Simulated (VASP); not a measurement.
Runs of VASP 6.6.1 on Sc. The structure is that of space group P6_3/mmc (No. 194), or close to it. The cells are those of the table. 

| cell | further INCAR settings | gap on the mesh (eV) | pressure (GPa) |
| --- | --- | --- | --- |
| a = 3.309, b = 3.309, c = 5.163 Å, angles 90.0, 90.0, 120.0°, 2 atoms | ALGO = Fast; EDIFF = 1e-07; NBANDS = 18 | none | (a) |
| a = 3.309, b = 3.309, c = 5.215 Å, angles 90.0, 90.0, 120.0°, 2 atoms | ALGO = Fast; EDIFF = 1e-06; NBANDS = 18 | none | -0.1 |
| a = 3.309, b = 3.309, c = 5.242 Å, angles 90.0, 90.0, 120.0°, 2 atoms | ALGO = Fast; EDIFF = 1e-06; NBANDS = 18 | none | (b) |
| a = 3.309, b = 3.309, c = 5.360 Å, angles 90.0, 90.0, 120.0°, 2 atoms | ALGO = Fast; EDIFF = 1e-06; NBANDS = 18 | none | -1.4 |
| a = 3.309, b = 3.309, c = 5.347 Å, angles 90.0, 90.0, 120.0°, 2 atoms | ALGO = Fast; EDIFF = 1e-06; NBANDS = 18 | none | -1.3 |

Alike in all rows: task single point; level PBE; potentials or basis VASP PAW PBE potentials, release 64 (Sc_sv); no spin polarisation; k mesh 18 × 18 × 10; cutoff (eV) 520; smearing gaussian 0.15 eV.

**Question.** Estimate the missing entries.

**Answer.** (a) 0.5; (b) -0.3.

A gap of «none» marks levels without a gap at the run's occupations.
